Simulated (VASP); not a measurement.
Write the native input for VASP 6.6.1 that does the following.

| Property | Result |
| --- | --- |
| Task | single point |
| Functional | PBE |
| Dispersion | D4 |
| Potentials or basis | VASP PAW PBE potentials, release 64 (Be, S) |
| Cutoff | 600 eV |
| k mesh | 8 × 8 × 8 |
| Occupations | gaussian, width 0.05 eV |
| Spin | no spin polarisation |
| Dipole correction | no |
| Further INCAR settings | ALGO = Normal; EDIFF = 1e-06; NBANDS = 11 |

The structure of BeS lies in POSCAR:

```
BeS
1.0
    0.0000000000      2.4249991143      2.4249991143
    2.4249991143      0.0000000000      2.4249991143
    2.4249991143      2.4249991143      0.0000000000
Be S
1 1
Direct
    0.0000000000      0.0000000000      0.0000000000
    0.7500000000      0.7500000000      0.7500000000
```

These files were run (other wordings do the same):

INCAR

```
ALGO = Normal ; EDIFF = 1E-6
ENCUT = 600 ; GGA = PE
GGA_COMPAT = F ; ISIF = 2
ISMEAR = 0 ; IVDW = 13
LASPH = T ; LCHARG = F
LREAL = F ; LWAVE = F
NBANDS = 11 ; NELM = 120
PREC = Accurate ; SIGMA = 0.05
```

KPOINTS

```
k-points
0
Gamma
  8 8 8
```

Potentials or basis: VASP PAW PBE potentials, release 64 (Be, S).

Command:

```bash
$ cat potpaw_PBE.64/Be/POTCAR potpaw_PBE.64/S/POTCAR > POTCAR
$ mpirun -np 1 vasp_std > vasp.out
```

It gave:

The pressure is -1.3 GPa. The band gap on the k mesh is 3.11 eV, indirect (least direct gap 5.67 eV). The dispersion energy per atom is -0.263 eV.

Run time: 8.2 s on 1 thread of AMD EPYC 7R13 Processor (Zen 3), with other jobs on the host, peak memory 0.12 GiB.
